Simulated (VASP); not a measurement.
A run of VASP 6.6.1 is set up as follows.

INCAR

```
SYSTEM = Ta
PREC = Accurate
ENCUT = 500
EDIFF = 1E-7
ISMEAR = 0
SIGMA = 0.1
LREAL = .False.
LASPH = .True.
NELM = 120
ALGO = Normal
ISIF = 3
LWAVE = .False.
LCHARG = .False.
GGA = CA
IBRION = 2
NSW = 100
EDIFFG = -0.05
GGA_COMPAT = .False.
NELMIN = 4
```

Contents of KPOINTS:

```
regular mesh
0
Gamma
  8 8 8
  0 0 0
```

POSCAR

```
Ta
1.0
   -1.6549278100      1.6549278100      1.6549278100
    1.6549278100     -1.6549278100      1.6549278100
    1.6549278100      1.6549278100     -1.6549278100
Ta
1
Direct
    0.0000000000      0.0000000000      0.0000000000
```

Potentials or basis: VASP PAW LDA potentials, release 64 (Ta_sv_GW).

The run is started by

```console
$ cat potpaw_LDA.64/Ta_sv_GW/POTCAR > POTCAR
$ mpirun -np 1 vasp_std > vasp.out
```

Problem. Predict the band gap on the k mesh.

Solution. Zero (an odd number of electrons rules out a gap without spin polarisation).

Problem. Estimate the space group after relaxing (to 0.1 Å).

Solution. Im-3m (No. 229).

The path:
```csv
step,energy change (eV),largest force (eV/Å),pressure (GPa),volume (Å³)
1,0.0000,0.0000,-12.38,18.13
2,0.2751,0.0000,47.05,14.70
3,-0.0414,0.0000,-0.93,17.17
4,-0.0416,0.0000,-0.12,17.11
```

Caveat: spin-orbit coupling is left out, which moves the levels of the heavy elements.
